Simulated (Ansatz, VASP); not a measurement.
One calculation of AgGe3Sb6, two programs

The input INCAR:

```
  ALGO = Normal
  EDIFF = 1E-7
  ENCUT = 520
  GGA = PE
  ISIF = 2
  ISMEAR = 0
  IVDW = 12
  LASPH = T
  LCHARG = T
  LELF = T
  LREAL = F
  LVHAR = T
  LWAVE = F
  NBANDS = 52
  NELM = 100
  PREC = Accurate
  SIGMA = 0.1
```

Contents of KPOINTS:

```
k-points
0
Gamma
  3 3 4
```

POSCAR

```
AgGe3Sb6
1.0
    6.6008437400      0.0000000000      0.0000000000
   -3.3004218700      5.7164983700      0.0000000000
    0.0000000000      0.0000000000      6.9684296800
Ag Ge Sb
1 3 6
Direct
    0.0000000000      0.0000000000      0.5000000000
    0.3333333300      0.6666666700      0.0000000000
    0.0000000000      0.0000000000      0.0000000000
    0.6666666700      0.3333333300      0.0000000000
    0.6666666700      0.0000000000      0.2201715600
    0.3333333300      0.3333333300      0.2201715600
    0.0000000000      0.6666666700      0.2201715600
    0.3333333300      0.0000000000      0.7798284400
    0.0000000000      0.3333333300      0.7798284400
    0.6666666700      0.6666666700      0.7798284400
```

Input for Ansatz:

```yaml
crystal:
  lattice:
    - [6.60084374, 0.0, 0.0]
    - [-3.30042187, 5.71649837, 0.0]
    - [0.0, 0.0, 6.96842968]
  atoms:
    - { symbol: Ag, position: [0.0, 0.0, 0.5] }
    - { symbol: Ge, position: [0.33333333, 0.66666667, 0.0] }
    - { symbol: Ge, position: [0.0, 0.0, 0.0] }
    - { symbol: Ge, position: [0.66666667, 0.33333333, 0.0] }
    - { symbol: Sb, position: [0.66666667, 0.0, 0.22017156] }
    - { symbol: Sb, position: [0.33333333, 0.33333333, 0.22017156] }
    - { symbol: Sb, position: [0.0, 0.66666667, 0.22017156] }
    - { symbol: Sb, position: [0.33333333, 0.0, 0.77982844] }
    - { symbol: Sb, position: [0.0, 0.33333333, 0.77982844] }
    - { symbol: Sb, position: [0.66666667, 0.66666667, 0.77982844] }
basis:
  ecutwfc: 420
kpoints:
  mp_grid: { grid: [3, 3, 4] }
hamiltonian:
  xc: pbe
  dispersion: d3bj
scf:
  occupations: { method: gaussian, width: 0.1 }
  lower_state_search: "off"
output:
  forces: true
  stress: true
  eigenvalues: true
```

Alike in both runs: task single point; functional PBE; dispersion D3(BJ); k mesh 3 × 3 × 4; occupations gaussian, width 0.1 eV; no spin polarisation.

```csv
,VASP,Ansatz
version,VASP 6.6.1,Ansatz 0.2.0
potentials or method,"VASP PAW PBE potentials, release 64 (Ag, Ge_d, Sb), cutoff 520 eV","scalar-relativistic, plane waves, PAW"
valence electrons in the cell,83,151
```

```tsv
	VASP	Ansatz	Ansatz less VASP
gap on the k mesh at the Fermi level (eV)	none	none	-
pressure (GPa)	5.5	5.5	-0.06
traceless stress, the component that is largest in VASP (GPa)	4.11	4.17	+0.058
rms of the force components (eV/Å)	0.967	0.960	-0.0070
```

Atom by atom the forces differ by 0.007 eV/Å (rms over components). A gap of «none» marks a metal or a gap that the smearing closes. VASP's potentials hold 83 valence electrons a cell and Ansatz's 151, so a difference there can come from the potentials and not from the codes.

The k mesh is coarse, so the values compare programs but aren't converged. Spin-orbit coupling is off throughout.
